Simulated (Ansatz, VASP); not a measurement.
## W: VASP beside Ansatz

Contents of INCAR:

```
ALGO = Normal
EDIFF = 1E-7
ENCUT = 520
GGA = PE
ISIF = 2
ISMEAR = -1
LASPH = T
LCHARG = T
LELF = T
LREAL = F
LVHAR = T
LWAVE = F
NBANDS = 13
NELM = 100
PREC = Accurate
SIGMA = 0.05
```

KPOINTS

```
k-points
0
Gamma
  14 14 14
```

Contents of POSCAR:

```
W
1.0
    0.0000000000      1.9691000000      2.0300000000
    1.9691000000      0.0000000000      2.0300000000
    1.9691000000      1.9691000000      0.0000000000
W
1
Direct
    0.0000000000      0.0000000000      0.0000000000
```

Input for Ansatz:

```yaml
crystal:
  lattice:
    - [0.0, 1.9691, 2.03]
    - [1.9691, 0.0, 2.03]
    - [1.9691, 1.9691, 0.0]
  atoms:
    - { symbol: W, position: [0.0, 0.0, 0.0] }
kpoints:
  mp_grid: { grid: [14, 14, 14] }
  band_path:
    path:
      - [0.0, 0.0, 0.0]
      - [0.0, 0.5, 0.5]
      - [0.25, 0.75, 0.5]
      - [0.0, 0.5, 0.0]
      - [0.0, 0.0, 0.0]
      - [0.5, 0.5, 0.0]
      - [0.3676125, 0.6323875, 0.0]
      - [-0.3676125, 0.3676125, 0.0]
      - [0.0, 0.0, 0.0]
    npoints: 5
scf:
  occupations: { method: fermi_dirac, width: 0.05 }
hamiltonian:
  xc: pbe
  pseudopotentials: { kind: all_electron, lapw: { basis_error: 0.00025 } }
output:
  forces: true
  stress: true
  eigenvalues: true
```

Change from the starting cell: equal xx and yy strain of -3 %.

Alike in both runs: task single point; functional PBE; k mesh 14 × 14 × 14; occupations fermi-dirac, width 0.05 eV; no spin polarisation.

|  | VASP | Ansatz |
| --- | --- | --- |
| version | VASP 6.6.1 | Ansatz 0.2.0 |
| potentials or method | VASP PAW PBE potentials, release 64 (W_sv), cutoff 520 eV | all-electron LAPW, scalar-relativistic |

VASP gave:

```
pressure (GPa)                                                : 14.4
traceless stress, the component that is largest in VASP (GPa) : 5.59
```

Q: Which values does Ansatz return?

A: Pressure (GPa): 13.7; traceless stress, the component that is largest in VASP (GPa): 5.53.

Ansatz ran all-electron here, and VASP with PAW potentials.

Neither program's run includes spin-orbit coupling.
